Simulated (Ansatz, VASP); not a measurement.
**One calculation of HfO2, two programs**

```
CELL_PARAMETERS angstrom
0.00000 2.55750 2.55750
2.55750 0.00000 2.55750
2.55750 2.55750 0.00000
ATOMIC_POSITIONS crystal
Hf 0.00000 0.00000 0.00000
O 0.25000 0.25000 0.25000
O 0.75000 0.75000 0.75000
```

Alike in both runs: task electric field gradients; functional r2SCAN; k mesh 10 × 10 × 10; occupations fermi-dirac, width 0.02 eV; no spin polarisation.

```csv
,VASP,Ansatz
version,VASP 6.6.1,Ansatz 0.2.0
potentials or method,"VASP PAW PBE potentials, release 64 (Hf_pv, O)","plane-wave PAW, scalar-relativistic"
plane-wave cutoff (eV),520,500
valence electrons in the cell,22,38
```

VASP gave:

- gap on the k mesh at the Fermi level (eV): 4.21
- pressure (GPa): -12.1

Problem. Which values does Ansatz return?

Solution. gap on the k mesh at the Fermi level (eV): 4.21; pressure (GPa): -8.4.

VASP's potentials were made for PBE, not for r2SCAN. With one functional, cell and mesh, what is left measures potentials, basis and numerics. VASP's potentials hold 22 valence electrons a cell and Ansatz's 38, so a difference there can come from the potentials and not from the codes.

Neither program's run includes spin-orbit coupling.
